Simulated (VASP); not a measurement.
Here is a VASP 6.6.1 calculation.

File POSCAR:

```
TiN
1.0
    0.0000000000      2.1125000000      2.1125000000
    2.1125000000      0.0000000000      2.1125000000
    2.1125000000      2.1125000000      0.0000000000
Ti N
1 1
Direct
    0.0000000000      0.0000000000      0.0000000000
    0.5000000000      0.5000000000      0.5000000000
```

INCAR.step1

```
ALGO = Normal
EDIFF = 1E-4
ENCUT = 520
GGA = PE
ISMEAR = 1
ISPIN = 2
LASPH = T
LCHARG = F
LDAU = T
LDAUJ = 0 0
LDAUL = 2 -1
LDAUTYPE = 2
LDAUU = 3 0
LMAXMIX = 4
LREAL = F
LWAVE = T
MAGMOM = 1 0
NBANDS = 20
NELM = 150
PREC = Accurate
SIGMA = 0.05
```

File INCAR.step2:

```
ALGO = Normal
EDIFF = 1E-6
ENCUT = 520
ISIF = 2
ISMEAR = 1
ISPIN = 2
ISTART = 1
LASPH = T
LCHARG = T
LDAU = T
LDAUJ = 0 0
LDAUL = 2 -1
LDAUPRINT = 1
LDAUTYPE = 2
LDAUU = 3 0
LELF = T
LMAXMIX = 4
LMIXTAU = T
LORBIT = 11
LREAL = F
LVHAR = T
LWAVE = F
MAGMOM = 1 0
METAGGA = R2SCAN
NBANDS = 20
NELM = 150
PREC = Accurate
SIGMA = 0.05
```

KPOINTS

```
k-points
0
Gamma
  8 8 8
```

Potentials or basis: VASP PAW PBE potentials, release 64 (Ti_sv, N).

The run is started by

```console
$ cat potpaw_PBE.64/Ti_sv/POTCAR potpaw_PBE.64/N/POTCAR > POTCAR
$ cp INCAR.step1 INCAR
$ mpirun -np 1 vasp_std > vasp.out
$ cp INCAR.step2 INCAR
$ mpirun -np 1 vasp_std > vasp.out
```

Question: Predict the net moment.

Answer: 0.19 μB per cell.

Question: What does it give for the pressure?

Answer: 13.1 GPa.

Question: Estimate the site moments.

Answer: Ti +0.15; N +0.01 μB.

Eigenvalues of the final occupation matrices:
```tsv
site	spin	trace	eigenvalues
site 1 d	1	1.02	0.20 0.20 0.21 0.21 0.21
site 1 d	2	0.87	0.16 0.16 0.16 0.20 0.20
```

Caveat: the PAW data sets were made with another functional, which shifts forces and pressure a little. The state reached can hang on the start; a lower one may exist.
